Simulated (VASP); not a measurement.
# H11NO4 in VASP: notebook

The runs below take H11NO4 through single point, with PBE.

Everything below comes from runs of VASP 6.6.1. Logs are shortened: lines on timing, memory, paths and dates and some standing lists are left out, and cuts for length are marked.

### Step 1. The cell of the first run

The cell holds an amorphous packing of atoms, 16 atoms: a = 5.418 Å, b = 5.418 Å, c = 5.418 Å, α = 90.00°, β = 90.00°, γ = 90.00°.

### Step 2. Single point, PBE

Contents of INCAR:

```
SYSTEM = H11NO4
PREC     = Accurate       ! precision mode
ENCUT    = 520            ! plane-wave cutoff, eV
EDIFF    = 1E-7           ! SCF threshold, eV
ISMEAR   = -1             ! smearing method
SIGMA    = 0.05           ! smearing width, eV
LREAL    = Auto         
LASPH    = .True.         ! aspherical terms in the spheres
NELM     = 100            ! most SCF steps
ALGO     = Normal         ! electronic algorithm
ISIF     = 2              ! what is computed and relaxed
LWAVE    = .False.        ! write WAVECAR
LCHARG   = .True.         ! write CHGCAR
GGA      = PE             ! functional
LELF     = .True.         ! ELF
LVHAR    = .True.       
NBANDS   = 34             ! bands
```

Contents of KPOINTS:

```
regular mesh
0
Gamma
  1 1 1
  0 0 0
```

Contents of POSCAR:

```
H11NO4
1.0
    5.4175020000      0.0000000000      0.0000000000
    0.0000000000      5.4175020000      0.0000000000
    0.0000000000      0.0000000000      5.4175020000
O H N
4 11 1
Direct
    0.2348499364      0.1516381535      0.2018642540
    0.6208581003      0.3006182554      0.5100321144
    0.8857587870      0.4353113298      0.9814855629
    0.8708441640      0.7298197583      0.3568249721
    0.1145177242      0.2726717960      0.1296723102
    0.1478541217      0.0339455343      0.3135393397
    0.7202950733      0.4383016379      0.4518318590
    0.4672079493      0.3001198707      0.4161881251
    0.8221132175      0.5750436271      1.0910563577
    0.7651496945      0.4246791233      0.8542682587
    0.7286384020      0.8621501201      0.3963634900
    0.9773138985      0.7372586111      0.5080570344
    0.1058790564      0.7012641620      0.8459433887
    0.2801106488      0.5486661565      0.6674109211
    0.3374987217      0.8564094669      0.7129485139
    0.1943146491      0.7219932729      0.6807750140
```

Potentials or basis: VASP PAW PBE potentials, release 64 (O, H, N).

On the command line:

```bash
$ cat potpaw_PBE.64/O/POTCAR potpaw_PBE.64/H/POTCAR potpaw_PBE.64/N/POTCAR > POTCAR
$ mpirun -np 1 vasp_gam > vasp.out
```

OUTCAR:

```text
SYSTEM = H11NO4
   PREC = Accurate
   ENCUT = 520
   EDIFF = 1E-7
   ISMEAR = -1
   LREAL = Auto
   LASPH = .True.
   NELM = 100
   ISIF = 2
   GGA = PE

 ion  position               nearest neighbor table
   1  0.235  0.152  0.202-   6 1.00   5 1.00
   2  0.621  0.301  0.510-   7 0.97   8 0.98
   3  0.886  0.435  0.981-  10 0.95   9 1.02
   4  0.871  0.730  0.357-  12 1.00  11 1.07
   5  0.115  0.273  0.130-   1 1.00
   6  0.148  0.034  0.314-   1 1.00
   7  0.720  0.438  0.452-   2 0.97
   8  0.467  0.300  0.416-   2 0.98
   9  0.822  0.575  0.091-   3 1.02
  10  0.765  0.425  0.854-   3 0.95
  11  0.729  0.862  0.396-   4 1.07
  12  0.977  0.737  0.508-   4 1.00
  13  0.106  0.701  0.846-  16 1.02
  14  0.280  0.549  0.667-  16 1.05
  15  0.337  0.856  0.713-  16 1.08
  16  0.194  0.722  0.681-  13 1.02  14 1.05  15 1.08

  LATTYP: Found a simple cubic cell.
 ALAT       =     5.4175020000

  Lattice vectors:

 A1 = (   5.4175020000,   0.0000000000,   0.0000000000)
 A2 = (   0.0000000000,   5.4175020000,   0.0000000000)
 A3 = (   0.0000000000,   0.0000000000,   5.4175020000)

Analysis of symmetry for initial positions (statically):
=====================================================================
 Subroutine PRICEL returns:
 Original cell was already a primitive cell.

 Routine SETGRP: Setting up the symmetry group for a
 simple cubic supercell.

 Subroutine GETGRP returns: Found  1 space group operations
 (whereof  1 operations were pure point group operations)
 out of a pool of 48 trial point group operations.

The static configuration has the point symmetry C_1 .

Analysis of symmetry for dynamics (positions and initial velocities):
=====================================================================
 Subroutine PRICEL returns:
 Original cell was already a primitive cell.

 Routine SETGRP: Setting up the symmetry group for a
 simple cubic supercell.

 Subroutine GETGRP returns: Found  1 space group operations
 (whereof  1 operations were pure point group operations)
 out of a pool of 48 trial point group operations.

The dynamic configuration has the point symmetry C_1 .

 Subroutine INISYM returns: Found  1 space group operations
 (whereof  1 operations are pure point group operations),
 and found     1 'primitive' translations

----------------------------------------------------------------------------------------

                                     Primitive cell

  volume of cell :     159.0000

  direct lattice vectors                    reciprocal lattice vectors
     5.417502000  0.000000000  0.000000000     0.184586918  0.000000000  0.000000000
     0.000000000  5.417502000  0.000000000     0.000000000  0.184586918  0.000000000
     0.000000000  0.000000000  5.417502000     0.000000000  0.000000000  0.184586918

  length of vectors
     5.417502000  5.417502000  5.417502000     0.184586918  0.184586918  0.184586918

  position of ions in fractional coordinates (direct lattice)
     0.234849936  0.151638154  0.201864254
     0.620858100  0.300618255  0.510032114
     0.885758787  0.435311330  0.981485563
     0.870844164  0.729819758  0.356824972
     0.114517724  0.272671796  0.129672310
     0.147854122  0.033945534  0.313539340
[... 8 lines left out ...]
     0.337498722  0.856409467  0.712948514
     0.194314649  0.721993273  0.680775014

  ion indices of the primitive-cell ions
   primitive index   ion index
                 1           1
                 2           2
                 3           3
                 4           4
                 5           5
                 6           6
[... 8 lines left out ...]
                15          15
                16          16

----------------------------------------------------------------------------------------

 KPOINTS: regular mesh

Automatic generation of k-mesh.
 Grid dimensions read from file:
 generate k-points for:    1    1    1

 Generating k-lattice:

  Cartesian coordinates                     Fractional coordinates (reciprocal lattice)
     0.184586918  0.000000000  0.000000000     1.000000000  0.000000000  0.000000000
     0.000000000  0.184586918  0.000000000     0.000000000  1.000000000  0.000000000
     0.000000000  0.000000000  0.184586918     0.000000000  0.000000000  1.000000000

  Length of vectors
     0.184586918  0.184586918  0.184586918

  Shift w.r.t. Gamma in fractional coordinates (k-lattice)
     0.000000000  0.000000000  0.000000000

 Subroutine IBZKPT returns following result:
 ===========================================

 Found      1 irreducible k-points:

 Following reciprocal coordinates:
            Coordinates               Weight
  0.000000  0.000000  0.000000      1.000000
   k-points           NKPTS =      1   k-points in BZ     NKDIM =      1   number of bands    NBANDS=     34
   number of dos      NEDOS =    301   number of ions     NIONS =     16
   total plane-waves  NPLWV =  64000
   dimension x,y,z NGX =    40 NGY =   40 NGZ =   40
   dimension x,y,z NGXF=    80 NGYF=   80 NGZF=   80
   ions per type =               4  11   1
   NGX,Y,Z   is equivalent  to a cutoff of  12.27, 12.27, 12.27 a.u.
   NGXF,Y,Z  is equivalent  to a cutoff of  24.55, 24.55, 24.55 a.u.
 SYSTEM =  H11NO4
   PREC   = accura    normal or accurate (medium, high low for compatibility)
   ISTART =      0    job   : 0-new  1-cont  2-samecut
   ICHARG =      2    charge: 1-file 2-atom 10-const
   ISPIN  =      1    spin polarized calculation?
   LNONCOLLINEAR =      F non collinear calculations
   LSORBIT =      F    spin-orbit coupling
   LASPH  =      T    aspherical Exc in radial PAW
   ENCUT  =  520.0 eV  38.22 Ry    6.18 a.u.  10.07 10.07 10.07*2*pi/ulx,y,z
   NELM   =    100;   NELMIN=  2; NELMDL= -5     # of ELM steps
   EDIFF  = 0.1E-06   stopping-criterion for ELM
   LREAL  =      T    real-space projection
   EDIFFG = 0.1E-05   stopping-criterion for IOM
   NSW    =      0    number of steps for IOM
   IBRION =     -1    ionic relax: 0-MD 1-quasi-New 2-CG
   NFREE  =      0    steps in history (QN), initial steepest desc. (CG)
   ISIF   =      2    stress and relaxation
   ISYM   =      2    0-nonsym 1-usesym 2-fastsym
   POTIM  = 0.5000    time-step for ionic-motion
   TEBEG  =    0.0;   TEEND  =   0.0 temperature during run
   PSTRESS=    0.0 pullay stress
   NELECT =      40.0000    total number of electrons
   NUPDOWN=      -1.0000    fix difference up-down
   EMIN   =  10.00;   EMAX   =-10.00  energy-range for DOS
   EFERMI =   0.00;   METHOD = LEGACY
   ISMEAR =    -1;   SIGMA  =   0.05  broadening in eV -4-tet -1-fermi 0-gaus
   EFERMI_NEDOS =   21; number of points for ismear=-14 and -15
   IALGO  =     38    algorithm
   IMIX   =      4    mixing-type and parameters
     AMIX     =   0.40;   BMIX     =  1.00
     AMIX_MAG =   1.60;   BMIX_MAG =  1.00
  volume/ion in A,a.u.               =       9.94        67.06
  Fermi-wavevector in a.u.,A,eV,Ry     =   1.033465  1.952966 14.531699  1.068050
  Thomas-Fermi vector in A             =   2.167713
   LORBIT       =      0    0 simple, 1 ext, 2 COOP (PROOUT), +10 PAW based schemes
   GGA     = PE    functional components
[... 5 lines left out ...]
 non-spin polarized calculation
  energy-cutoff  :      520.00
  volume of cell :      159.00
 maximum number of plane-waves:      2169
   NGX = 21   NGY = 21   NGZ = 21

 number of electron      39.9999997 magnetization

 Free energy of the ion-electron system (eV)
  ---------------------------------------------------
  ext. energy  EPLUGINS =         0.00000000
  ---------------------------------------------------
  free energy    TOTEN  =       -77.56539914 eV

  energy without entropy =      -77.56539914  energy(sigma->0) =      -77.56539914

 E-fermi :  -2.3434     XC(G=0):  -6.7287

 val. band max:       -3.5335042186   @ k =   0.0000   0.0000   0.0000
 cond. band min:       0.9491109072   @ k =   0.0000   0.0000   0.0000
 fundamental gap:      4.4826151258
 Fermi energy:        -2.3433631646

 k-point     1 :       0.0000    0.0000    0.0000
  band No.  band energies     occupation
      1     -22.2725      2.00000
      2     -21.6770      2.00000
      3     -21.4746      2.00000
      4     -21.1705      2.00000
      5     -18.3770      2.00000
      6     -10.1962      2.00000
[... 24 lines left out ...]
     31       8.4434      0.00000
     32       8.8760      0.00000
 [bands above 32 left out]

------------------------ aborting loop because EDIFF is reached ----------------------------------------

  FORCE on cell =-STRESS in cart. coord.  units (eV):
  Direction    XX          YY          ZZ          XY          YZ          ZX
  --------------------------------------------------------------------------------------
  -------------------------------------------------------------------------------------
  Total        0.0842164     -4.1968824      3.6910463      2.1226419     -0.7564023      2.2609710
  in kB        0.8486132    -42.2902390     37.1931387     21.3889800     -7.6219512     22.7828646
  external PRESSURE =      -1.4161624 kB  Pullay stress =       0.0000000 kB

 VOLUME and BASIS-vectors are now :
 -----------------------------------------------------------------------------
  energy-cutoff  :      520.00
  volume of cell :      159.00
      direct lattice vectors                 reciprocal lattice vectors
     5.417502000  0.000000000  0.000000000     0.184586918  0.000000000  0.000000000
     0.000000000  5.417502000  0.000000000     0.000000000  0.184586918  0.000000000
     0.000000000  0.000000000  5.417502000     0.000000000  0.000000000  0.184586918

 POSITION                                       TOTAL-FORCE (eV/Angst)
 -----------------------------------------------------------------------------------
      1.27230      0.82150      1.09360        -0.070030      0.024927      0.614512
      3.36350      1.62860      2.76310        -0.029015     -0.521847      1.080366
      4.79860      2.35830      5.31720        -0.161718      1.493856      1.347381
      4.71780      3.95380      1.93310        -4.145339      2.545755     -0.311863
      0.62040      1.47720      0.70250        -0.037600     -0.970371      0.341486
      0.80100      0.18390      1.69860         0.028783      0.795531     -0.976157
[... 8 lines left out ...]
      1.82840      4.63960      3.86240        -1.407300     -1.314900     -0.364325
      1.05270      3.91140      3.68810         2.342440      0.320442      1.054434
 -----------------------------------------------------------------------------------
    total drift:                               -0.001264      0.004936      0.004835

  FREE ENERGIE OF THE ION-ELECTRON SYSTEM (eV)
  ---------------------------------------------------
  free  energy   TOTEN  =       -77.5653991437 eV

  energy  without entropy=      -77.5653991436  energy(sigma->0) =      -77.56539914
```

It took 22 s on 1 thread of Intel Xeon 6975P-C, shared host; peak memory 0.22 GiB.

What came out:

| Property | Result |
| --- | --- |
| Free energy | -77.5654 eV |
| Pressure | -0.1 GPa |
| Largest force | 4.875 eV/Å |
| Band gap on the k mesh | 4.48 eV |

Forces in eV/Å, atoms in the order of the input:
```
O   -0.070  0.025  0.615
O   -0.029 -0.522  1.080
O   -0.162  1.494  1.347
O   -4.145  2.546 -0.312
H   -0.038 -0.970  0.341
H    0.029  0.796 -0.976
H    0.143  0.443 -0.455
H   -0.247 -0.303 -0.657
H    0.936 -1.090 -0.231
H   -0.823 -0.755 -1.184
H    2.312 -1.877 -0.805
H    1.363 -0.002  0.521
H   -0.079  0.171  0.221
H   -0.124  1.039 -0.195
H   -1.407 -1.315 -0.364
N    2.342  0.320  1.054
```

Stress tensor (GPa, compression positive):
```
 0.08  2.14  2.28
 2.14 -4.23 -0.76
 2.28 -0.76  3.72
```

Caveat: the k points lie up to 1.16 Å⁻¹ apart.

### Step 3. Single point, PBE

Contents of INCAR:

```
SYSTEM = H11NO4
ALGO     = Normal         ! electronic algorithm
EDIFF    = 1E-6           ! SCF threshold, eV
ENCUT    = 520            ! plane-wave cutoff, eV
GGA      = PE             ! functional
ISIF     = 2              ! what is computed and relaxed
ISMEAR   = -1             ! smearing method
LASPH    = .True.         ! aspherical terms in the spheres
LCHARG   = .True.         ! write CHGCAR
LELF     = .True.         ! ELF
LREAL    = Auto         
LVHAR    = .True.       
LWAVE    = .False.        ! write WAVECAR
NBANDS   = 34             ! bands
NELM     = 60             ! most SCF steps
PREC     = Accurate       ! precision mode
SIGMA    = 0.05           ! smearing width, eV
```

Contents of KPOINTS:

```
k-points
0
Gamma
  1 1 1
  0 0 0
```

Contents of POSCAR:

```
H11NO4
1.0
    5.4175020000      0.0000000000      0.0000000000
    0.0000000000      5.4175020000      0.0000000000
    0.0000000000      0.0000000000      5.4175020000
O H N
4 11 1
Direct
    0.2651221910      0.0838578371      0.1844207902
    0.6056850556      0.3413935057      0.4929947419
    0.8387629575      0.4044668558      0.9977107530
    0.9578953547      0.7870970791      0.2812550877
    0.1619381036      0.2367327229      0.1345638636
    0.1471342327     -0.0590493552      0.2266173598
    0.6716564202      0.3926348343      0.3373510522
    0.4707335595      0.2414581481      0.3923394952
    0.8605626726      0.5768894963      1.0721546573
    0.7321640121      0.4278171009      0.8627592569
    0.8558187888      0.9085552714      0.3430547880
    1.1001011167      0.7007657773      0.4914257531
    0.1132071571      0.5410242580      0.8017717391
    0.3739546381      0.5533546642      0.5985969179
    0.2599352986      0.8067740446      0.7840329362
    0.2227779519      0.6378585555      0.6811995639
```

Potentials or basis: VASP PAW PBE potentials, release 64 (O, H, N).

On the command line:

```bash
$ cat potpaw_PBE.64/O/POTCAR potpaw_PBE.64/H/POTCAR potpaw_PBE.64/N/POTCAR > POTCAR
$ mpirun -np 1 vasp_gam > vasp.out
```

Run time: 21 s. Hardware: 1 thread of Intel Xeon 6975P-C, shared host; peak memory 0.23 GiB.

The run converged. Its results:

| Item | Value |
| --- | --- |
| Free energy | -77.2982 eV |
| Pressure | -0.2 GPa |
| Largest force | 3.791 eV/Å |
| Band gap on the k mesh | 4.02 eV |

Forces on the atoms (eV/Å):
```
O    0.837  3.356 -0.808
O   -2.390 -1.446 -0.805
O    1.382  1.048  1.641
O    1.687 -3.391 -0.156
H    0.853 -2.317  0.490
H   -0.603  0.216 -0.167
H    1.513  0.940 -0.864
H    0.500 -0.018  1.396
H    0.034 -0.524  0.328
H   -1.185 -0.223 -1.689
H   -2.003  1.992  1.087
H   -0.147 -0.073  0.964
H    0.094 -0.793 -0.294
H    0.309 -0.303  0.743
H    0.134 -1.727 -1.293
N   -1.017  3.263 -0.574
```

Stress tensor (GPa, compression positive):
```
 2.86  1.77 -4.29
 1.77 -1.00 -2.36
-4.29 -2.36 -2.61
```

Levels at points of the mesh, in eV from the valence-band top:
| k point | band 17 | band 18 | band 19 | band 20 | band 21 | band 22 | band 23 | band 24 |
| --- | --- | --- | --- | --- | --- | --- | --- | --- |
| (0.00, 0.00, 0.00) | -1.21 | -0.84 | -0.34 | 0.00 | 4.02 | 7.49 | 7.82 | 8.85 |

Caveat: the k points lie up to 1.16 Å⁻¹ apart.

(Continued in part 2 of 2.)
